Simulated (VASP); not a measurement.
Wanted: the native input for a VASP 6.6.1 run.

```yaml
Task: relaxation of cell and atoms
Functional: LDA
Potentials_or_basis: VASP PAW LDA potentials, release 64 (Ru_pv)
Cutoff: 600 eV
k_mesh: 21 × 21 × 21
Occupations: fermi-dirac, width 0.1 eV
Spin: no spin polarisation
Target_pressure: 510 GPa
Dipole_correction: no
Further_INCAR_settings: ALGO = Normal; EDIFF = 1e-06; IBRION = 2; EDIFFG = -0.005; NSW = 32; ISIF = 3
```

The structure of Ru lies in POSCAR:

```
Ru
1.0
   -1.2701156312      1.2701156312      1.2701156312
    1.2701156312     -1.2701156312      1.2701156312
    1.2701156312      1.2701156312     -1.2701156312
Ru
1
Direct
    0.0000000000      0.0000000000      0.0000000000
```

The input as run:

INCAR

```
SYSTEM = Ru
PREC = Accurate ; ENCUT = 600
EDIFF = 1E-6 ; ISMEAR = -1
SIGMA = 0.1 ; LREAL = .FALSE.
LASPH = .TRUE. ; NELM = 60
ALGO = Normal ; ISIF = 3
LWAVE = .FALSE. ; LCHARG = .FALSE.
GGA = CA ; IBRION = 2
NSW = 32 ; EDIFFG = -0.005
PSTRESS = 5100.0
```

KPOINTS

```
Automatic mesh
0
G
  21 21 21
  0 0 0
```

Potentials or basis: VASP PAW LDA potentials, release 64 (Ru_pv).

Command:

```console
$ cat potpaw_LDA.64/Ru_pv/POTCAR > POTCAR
$ mpirun -np 1 vasp_std > vasp.out
```

Results of the run:

```yaml
Relaxed_volume: 8.25 Å³/atom
Relaxed_cell: a = 2.204 Å, b = 2.204 Å, c = 2.204 Å, α = 109.47°, β = 109.47°, γ = 109.47°
Space_group_after_relaxing_to_0.05_Å: Im-3m (No. 229)
Energy_change_on_relaxing_the_enthalpy_is_what_falls: -161.1 meV/atom
Ionic_steps: 8
Pressure_after_relaxing: 510.1 GPa
Band_gap_on_the_k_mesh: zero (band 7 reaches 28.36 eV, above the bottom of band 8 at 20.00 eV)
```

Caveat: the cell is relaxed towards a set pressure, so the enthalpy falls and the energy may rise.

Wall time 37 s on 1 thread of Intel(R) Xeon(R) 6975P-C (Granite Rapids), on a shared host, peak memory 0.15 GiB.
